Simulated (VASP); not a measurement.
# SiNi3 (Amm2) in VASP: single point with PBE

Aim: the single point of SiNi3 with PBE.

Everything below comes from runs of VASP 6.6.1. Logs are shortened: lines on timing, memory, paths and dates and some standing lists are left out, and cuts for length are marked.

**1. The cell of the first run**

Symmetry: Amm2, No. 38, orthorhombic system. The conventional cell has a = 3.506 Å, b = 4.959 Å, c = 4.959 Å, α = 90.00°, β = 90.00°, γ = 90.00°. Si (site symmetry mm2) has 11 Ni at 2.06 to 2.52 Å within 2.7 Å. Ni (site symmetry mm2) has 4 Si at 2.06 to 2.90 Å and 8 Ni at 2.30 to 2.72 Å within 3.0 Å. Within 3.0 Å of Ni (site symmetry m) lie 8 Ni at 2.30 to 2.72 Å and 4 Si at 2.48 Å.

**2. Single point, PBE (atom 2 (Ni) moved by (-0.300, -0.300) A along y and z)**

Input file INCAR:

```
PREC = Accurate ; ENCUT = 520
EDIFF = 1E-6 ; ISMEAR = 0
SIGMA = 0.15 ; LREAL = F
LASPH = T ; NELM = 100
ALGO = Fast ; ISIF = 2
LWAVE = F ; LCHARG = F
GGA = PE ; NBANDS = 25
```

Input file KPOINTS:

```
Automatic mesh
0
Gamma
  14 14 14
```

Input file POSCAR:

```
SiNi3
1.0
    3.5062596409      0.0000000000      0.0000000000
    0.0000000000      3.5062596409      0.0000000000
    0.0000000000      0.0000000000      3.5062596409
Si Ni
1 3
Direct
    0.0000000000      0.0000000000      0.0000000000
    0.0000000000      0.4144387379      0.4144387379
    0.5000000000      0.0000000000      0.5000000000
    0.5000000000      0.5000000000      0.0000000000
```

Potentials or basis: VASP PAW PBE potentials, release 64 (Si, Ni).

The run is started by

```bash
$ cat potpaw_PBE.64/Si/POTCAR potpaw_PBE.64/Ni/POTCAR > POTCAR
$ mpirun -np 1 vasp_std > vasp.out
```

OUTCAR:

```text
PREC = Accurate
   ENCUT = 520
   EDIFF = 1E-6
   ISMEAR = 0
   LREAL = F
   LASPH = T
   NELM = 100
   ISIF = 2
   GGA = PE

 ion  position               nearest neighbor table
   1  0.000  0.000  0.000-   2 2.06   3 2.48   4 2.48   3 2.48   4 2.48   3 2.48   4 2.48   3 2.48
                             4 2.48   2 2.52   2 2.52   2 2.90
   2  0.000  0.414  0.414-   1 2.06   3 2.30   4 2.30   3 2.30   4 2.30   1 2.52   1 2.52   3 2.72
                             4 2.72   4 2.72   3 2.72   1 2.90
   3  0.500  0.000  0.500-   2 2.30   2 2.30   4 2.48   1 2.48   4 2.48   4 2.48   4 2.48   1 2.48
                             1 2.48   1 2.48   2 2.72   2 2.72
   4  0.500  0.500  0.000-   2 2.30   2 2.30   3 2.48   3 2.48   1 2.48   3 2.48   3 2.48   1 2.48
                             1 2.48   1 2.48   2 2.72   2 2.72

  LATTYP: Found a simple cubic cell.
 ALAT       =     3.5062596409

  Lattice vectors:

 A1 = (   3.5062596409,   0.0000000000,   0.0000000000)
 A2 = (   0.0000000000,   3.5062596409,   0.0000000000)
 A3 = (   0.0000000000,   0.0000000000,   3.5062596409)

Analysis of symmetry for initial positions (statically):
=====================================================================
 Subroutine PRICEL returns:
 Original cell was already a primitive cell.

 Routine SETGRP: Setting up the symmetry group for a
 simple cubic supercell.

 Subroutine GETGRP returns: Found  4 space group operations
 (whereof  4 operations were pure point group operations)
 out of a pool of 48 trial point group operations.

The static configuration has the point symmetry C_2v.

Analysis of symmetry for dynamics (positions and initial velocities):
=====================================================================
 Subroutine PRICEL returns:
 Original cell was already a primitive cell.

 Routine SETGRP: Setting up the symmetry group for a
 simple cubic supercell.

 Subroutine GETGRP returns: Found  4 space group operations
 (whereof  4 operations were pure point group operations)
 out of a pool of 48 trial point group operations.

The dynamic configuration has the point symmetry C_2v.

 Subroutine INISYM returns: Found  4 space group operations
 (whereof  4 operations are pure point group operations),
 and found     1 'primitive' translations

----------------------------------------------------------------------------------------

                                     Primitive cell

  volume of cell :      43.1055

  direct lattice vectors                    reciprocal lattice vectors
     3.506259641  0.000000000  0.000000000     0.285204207  0.000000000  0.000000000
     0.000000000  3.506259641  0.000000000     0.000000000  0.285204207  0.000000000
     0.000000000  0.000000000  3.506259641     0.000000000  0.000000000  0.285204207

  length of vectors
     3.506259641  3.506259641  3.506259641     0.285204207  0.285204207  0.285204207

  position of ions in fractional coordinates (direct lattice)
     0.000000000  0.000000000  0.000000000
     0.000000000  0.414438738  0.414438738
     0.500000000  0.000000000  0.500000000
     0.500000000  0.500000000  0.000000000

  ion indices of the primitive-cell ions
   primitive index   ion index
                 1           1
                 2           2
                 3           3
                 4           4

----------------------------------------------------------------------------------------

 KPOINTS: Automatic mesh

Automatic generation of k-mesh.
 Grid dimensions read from file:
 generate k-points for:   14   14   14

 Generating k-lattice:

  Cartesian coordinates                     Fractional coordinates (reciprocal lattice)
     0.020371729  0.000000000  0.000000000     0.071428571  0.000000000  0.000000000
     0.000000000  0.020371729  0.000000000     0.000000000  0.071428571  0.000000000
     0.000000000  0.000000000  0.020371729     0.000000000  0.000000000  0.071428571

  Length of vectors
     0.020371729  0.020371729  0.020371729

  Shift w.r.t. Gamma in fractional coordinates (k-lattice)
     0.000000000  0.000000000  0.000000000

 Subroutine IBZKPT returns following result:
 ===========================================

 Found    456 irreducible k-points:

 Following reciprocal coordinates:
            Coordinates               Weight
  0.000000  0.000000  0.000000      1.000000
  0.071429  0.000000  0.000000      2.000000
  0.000000  0.071429  0.000000      4.000000
  0.142857  0.000000  0.000000      2.000000
  0.000000  0.142857  0.000000      4.000000
  0.214286  0.000000  0.000000      2.000000
[... 16 lines left out ...]
  0.214286  0.071429  0.000000      8.000000
  0.000000  0.214286  0.071429      4.000000
 [... further k-points ...]
   k-points           NKPTS =    456   k-points in BZ     NKDIM =    456   number of bands    NBANDS=     25
   number of dos      NEDOS =    301   number of ions     NIONS =      4
   total plane-waves  NPLWV =  21952
   dimension x,y,z NGX =    28 NGY =   28 NGZ =   28
   dimension x,y,z NGXF=    56 NGYF=   56 NGZF=   56
   ions per type =               1   3
   NGX,Y,Z   is equivalent  to a cutoff of  13.28, 13.28, 13.28 a.u.
   NGXF,Y,Z  is equivalent  to a cutoff of  26.55, 26.55, 26.55 a.u.
 SYSTEM =  unknown system
   PREC   = accura    normal or accurate (medium, high low for compatibility)
   ISTART =      0    job   : 0-new  1-cont  2-samecut
   ICHARG =      2    charge: 1-file 2-atom 10-const
   ISPIN  =      1    spin polarized calculation?
   LNONCOLLINEAR =      F non collinear calculations
   LSORBIT =      F    spin-orbit coupling
   LASPH  =      T    aspherical Exc in radial PAW
   ENCUT  =  520.0 eV  38.22 Ry    6.18 a.u.   6.52  6.52  6.52*2*pi/ulx,y,z
   NELM   =    100;   NELMIN=  2; NELMDL= -5     # of ELM steps
   EDIFF  = 0.1E-05   stopping-criterion for ELM
   LREAL  =      F    real-space projection
   EDIFFG = 0.1E-04   stopping-criterion for IOM
   NSW    =      0    number of steps for IOM
   IBRION =     -1    ionic relax: 0-MD 1-quasi-New 2-CG
   NFREE  =      0    steps in history (QN), initial steepest desc. (CG)
   ISIF   =      2    stress and relaxation
   ISYM   =      2    0-nonsym 1-usesym 2-fastsym
   POTIM  = 0.5000    time-step for ionic-motion
   TEBEG  =    0.0;   TEEND  =   0.0 temperature during run
   PSTRESS=    0.0 pullay stress
   NELECT =      34.0000    total number of electrons
   NUPDOWN=      -1.0000    fix difference up-down
   EMIN   =  10.00;   EMAX   =-10.00  energy-range for DOS
   EFERMI =   0.00;   METHOD = LEGACY
   ISMEAR =     0;   SIGMA  =   0.15  broadening in eV -4-tet -1-fermi 0-gaus
   EFERMI_NEDOS =   21; number of points for ismear=-14 and -15
   IALGO  =     68    algorithm
   IMIX   =      4    mixing-type and parameters
     AMIX     =   0.40;   BMIX     =  1.00
     AMIX_MAG =   1.60;   BMIX_MAG =  1.00
  volume/ion in A,a.u.               =      10.78        72.72
  Fermi-wavevector in a.u.,A,eV,Ry     =   1.512599  2.858397 31.129516  2.287955
  Thomas-Fermi vector in A             =   2.622502
   LORBIT       =      0    0 simple, 1 ext, 2 COOP (PROOUT), +10 PAW based schemes
   GGA     = PE    functional components
   LHFCALC =     F    Hartree Fock is set to
   AEXX    =    0.0000 exact exchange contribution
   IVDW    =     0    specifies the selected vdW correction
   LEPSILON=     F    determine dielectric tensor
   LRPA    =     F    only Hartree local field effects (RPA)
 non-spin polarized calculation
 RMM-DIIS sequential band-by-band and
 Gauss-broadening in eV      SIGMA  =   0.15
  energy-cutoff  :      520.00
  volume of cell :       43.11
 maximum number of plane-waves:      1189
 NGX is ok and might be reduce to    28
   NGX = 13   NGY = 13   NGZ = 13

 number of electron      33.9999980 magnetization

 Free energy of the ion-electron system (eV)
  ---------------------------------------------------
  ext. energy  EPLUGINS =         0.00000000
  ---------------------------------------------------
  free energy    TOTEN  =       -22.82114810 eV

  energy without entropy =      -22.80193530  energy(sigma->0) =      -22.81154170

 E-fermi :  10.6792     XC(G=0): -13.0536

 val. band max:       10.6720883107   @ k =   0.4286   0.4286   0.3571
 cond. band min:      10.6809020388   @ k =   0.4286   0.4286   0.4286
 fundamental gap:      0.0088137282
 Fermi energy:        10.6792346310

 k-point     1 :       0.0000    0.0000    0.0000
  band No.  band energies     occupation
      1      -1.2878      2.00000
      2       5.7573      2.00000
      3       6.3982      2.00000
      4       6.5582      2.00000
      5       6.9580      2.00000
      6       7.1125      2.00000
[... 17 lines left out ...]
     24      21.4715      0.00000
     25      21.9230      0.00000

 k-point     2 :       0.0714    0.0000    0.0000
  band No.  band energies     occupation
      1      -1.2281      2.00000
      2       5.7660      2.00000
      3       6.4079      2.00000
      4       6.4700      2.00000
      5       6.9548      2.00000
      6       7.1117      2.00000
[... 17 lines left out ...]
     24      21.1874      0.00000
     25      21.6785      0.00000

 k-point     3 :       0.0000    0.0714    0.0000
  band No.  band energies     occupation
      1      -1.2289      2.00000
      2       5.7674      2.00000
      3       6.3153      2.00000
      4       6.6009      2.00000
      5       6.9387      2.00000
      6       7.1168      2.00000
[... 552 lines left out ...]
 k-point    23 :       0.2143    0.0714    0.0000
  band No.  band energies     occupation
      1      -0.7052      2.00000
      2       5.3500      2.00000
      3       6.1802      2.00000
      4       6.4082      2.00000
      5       6.9086      2.00000
      6       7.1731      2.00000
[... 17 lines left out ...]
     24      19.4710      0.00000
     25      21.2202      0.00000

 k-point    24 :       0.0000    0.2143    0.0714
  band No.  band energies     occupation
      1      -0.7119      2.00000
      2       5.3353      2.00000
      3       6.1489      2.00000
      4       6.7446      2.00000
      5       6.8022      2.00000
      6       7.1525      2.00000
[... 17 lines left out ...]
     24      19.5921      0.00000
     25      21.0533      0.00000

 [... further k-points ...]

------------------------ aborting loop because EDIFF is reached ----------------------------------------

  FORCE on cell =-STRESS in cart. coord.  units (eV):
  Direction    XX          YY          ZZ          XY          YZ          ZX
  --------------------------------------------------------------------------------------
  -------------------------------------------------------------------------------------
  Total        3.6372649      3.0249961      3.0249961     -0.0000000      1.5323581      0.0000000
  in kB      135.1927167    112.4354309    112.4354309     -0.0000000     56.9558889      0.0000000
  external PRESSURE =     120.0211928 kB  Pullay stress =       0.0000000 kB

 VOLUME and BASIS-vectors are now :
 -----------------------------------------------------------------------------
  energy-cutoff  :      520.00
  volume of cell :       43.11
      direct lattice vectors                 reciprocal lattice vectors
     3.506259641  0.000000000  0.000000000     0.285204207  0.000000000  0.000000000
     0.000000000  3.506259641  0.000000000     0.000000000  0.285204207  0.000000000
     0.000000000  0.000000000  3.506259641     0.000000000  0.000000000  0.285204207

 POSITION                                       TOTAL-FORCE (eV/Angst)
 -----------------------------------------------------------------------------------
      0.00000      0.00000      0.00000         0.000000     -1.931443     -1.931443
      0.00000      1.45313      1.45313         0.000000      3.266797      3.266797
      1.75313      0.00000      1.75313         0.000000     -1.703754      0.368400
      1.75313      1.75313      0.00000         0.000000      0.368400     -1.703754
 -----------------------------------------------------------------------------------
    total drift:                                0.000000      0.000101      0.000108

  FREE ENERGIE OF THE ION-ELECTRON SYSTEM (eV)
  ---------------------------------------------------
  free  energy   TOTEN  =       -22.8211481006 eV

  energy  without entropy=      -22.8019352959  energy(sigma->0) =      -22.81154170
```

Wall time 4.4 min (1 thread of Intel Xeon 6975P-C (Granite Rapids), shared host); peak memory 0.47 GiB.

Results:

| Property | Result |
| --- | --- |
| Free energy | -22.8211 eV |
| Pressure | 12.0 GPa |
| Largest force | 4.620 eV/Å |
| Band gap on the k mesh | zero (bands 17 and 18 overlap by 0.57 eV) |

Forces on the atoms (eV/Å):
```
Si   0.000 -1.931 -1.931
Ni   0.000  3.267  3.267
Ni   0.000 -1.704  0.368
Ni   0.000  0.368 -1.704
```

Stress tensor (GPa, compression positive):
```
13.52  0.00  0.00
 0.00 11.24  5.70
 0.00  5.70 11.24
```

Levels at points of the mesh, in eV from the Fermi level:
```
           k point  band 13  band 14  band 15  band 16  band 17  band 18  band 19  band 20  band 21  band 22
(0.00, 0.00, 0.00)    -0.93    -0.58    -0.33    -0.12     0.01     0.02     0.58     4.67     5.97     6.33
(0.50, 0.00, 0.00)    -1.29    -0.85    -0.77    -0.52     0.02     3.51     3.86     4.90     5.00     5.07
(0.00, 0.50, 0.00)    -1.52    -1.18    -0.96    -0.61    -0.18     3.11     3.53     5.37     5.45     5.74
(0.50, 0.50, 0.00)    -1.50    -1.41    -1.38    -0.77    -0.77     0.51     0.52     5.05     6.93     7.76
(0.00, 0.50, 0.50)    -1.34    -1.15    -1.01    -0.91    -0.55     0.64     0.66     5.59     6.22     7.29
(0.50, 0.50, 0.50)    -1.45    -1.27    -1.25    -0.78    -0.55    -0.23     0.23     1.13     3.77     4.03
```

Caveat: the cell differs from its parent crystal (atom 2 (Ni) moved by (-0.300, -0.300) A along y and z); the cell stands under pressure; forces of over 1 eV/Å act on the atoms, so gaps and moduli don't describe the material at rest. Spin polarisation is off, so any magnetic state and its effect on volume and gap are missing.
